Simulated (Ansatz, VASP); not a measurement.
## Hf: VASP beside Ansatz

```
CELL_PARAMETERS angstrom
0.00000 2.30880 2.13120
2.30880 0.00000 2.13120
2.30880 2.30880 0.00000
ATOMIC_POSITIONS crystal
Hf 0.00000 0.00000 0.00000
```

Change from the starting cell: strain +0.040 along x and y, -0.040 along z, atoms carried along.

Alike in both runs: task single point; functional r2SCAN; k mesh 18 × 18 × 18; occupations gaussian, width 0.15 eV; no spin polarisation.

|  | VASP | Ansatz |
| --- | --- | --- |
| version | VASP 6.6.1 | Ansatz 0.2.0 |
| potentials or method | VASP PAW PBE potentials, release 64 (Hf_pv), cutoff 520 eV | scalar-relativistic, plane waves, PAW |
| valence electrons in the cell | 10 | 26 |

|  | VASP | Ansatz | Ansatz less VASP |
| --- | --- | --- | --- |
| gap on the k mesh at the Fermi level (eV) | none | none | - |
| pressure (GPa) | -1.8 | -1.3 | +0.52 |
| traceless stress, the component that is largest in VASP (GPa) | 2.47 | 2.46 | -0.008 |

VASP's potentials were made for PBE, not for r2SCAN. A gap of «none» marks a metal or a gap that the smearing closes. With one functional, cell and mesh, what is left measures potentials, basis and numerics. VASP's potentials hold 10 valence electrons a cell and Ansatz's 26, so a difference there can come from the potentials and not from the codes.

Spin-orbit coupling is off throughout.
